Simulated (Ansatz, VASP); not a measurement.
# LiF: VASP beside Ansatz

INCAR

```
SYSTEM = LiF
PREC = Accurate
ENCUT = 520
EDIFF = 1E-7
ISMEAR = 0
SIGMA = 0.1
LREAL = .False.
LASPH = .True.
NELM = 60
ALGO = Normal
ISIF = 2
LWAVE = .False.
LCHARG = .False.
GGA = PE
NBANDS = 24
```

File KPOINTS:

```
regular mesh
0
Gamma
  6 6 6
  0 0 0
```

POSCAR

```
LiF
1.0
    0.0000000000      0.0000000000      2.7469783943
    4.8047792855      0.0000000000      0.0000000000
   -2.4023896427      4.1610609208      0.0000000000
Li F
3 3
Direct
    0.0000000000      0.5000000000      1.0000000000
    0.0000000000      0.5000000000      0.5000000000
    0.0000000000      0.0000000000      0.5000000000
    0.0000000000      0.0000000000      0.0000000000
    0.5000000000      0.3333333333      0.6666666667
    0.5000000000      0.6666666667      0.3333333333
```

Input for Ansatz:

```yaml
crystal:
  lattice:
    - [0.0, 0.0, 2.7469783943]
    - [4.8047792855, 0.0, 0.0]
    - [-2.4023896427, 4.1610609208, 0.0]
  atoms:
    - { symbol: Li, position: [0.0, 0.5, 1.0] }
    - { symbol: Li, position: [0.0, 0.5, 0.5] }
    - { symbol: Li, position: [0.0, 0.0, 0.5] }
    - { symbol: F, position: [0.0, 0.0, 0.0] }
    - { symbol: F, position: [0.5, 0.3333333333, 0.6666666667] }
    - { symbol: F, position: [0.5, 0.6666666667, 0.3333333333] }
basis:
  ecutwfc: 420
kpoints:
  mp_grid: { grid: [6, 6, 6] }
hamiltonian:
  xc: pbe
scf:
  occupations: { method: gaussian, width: 0.1 }
output:
  forces: true
  stress: true
  eigenvalues: true
```

Alike in both runs: task single point; functional PBE; k mesh 6 × 6 × 6; occupations gaussian, width 0.1 eV; no spin polarisation.

|  | VASP | Ansatz |
| --- | --- | --- |
| version | VASP 6.6.1 | Ansatz 0.2.0 |
| potentials or method | VASP PAW PBE potentials, release 64 (Li_sv, F), cutoff 520 eV | scalar-relativistic, plane waves, PAW |
| valence electrons in the cell | 30 | 30 |

Ansatz gave:

| Item | Value |
| --- | --- |
| gap on the k mesh at the Fermi level (eV) | 5.74 |
| least direct gap on the mesh (eV) | 5.74 |

Estimate VASP's values.

gap on the k mesh at the Fermi level (eV): 5.73; least direct gap on the mesh (eV): 5.73.

Noted on VASP's run: the cutoff is short for stress, so the pressure is rough.
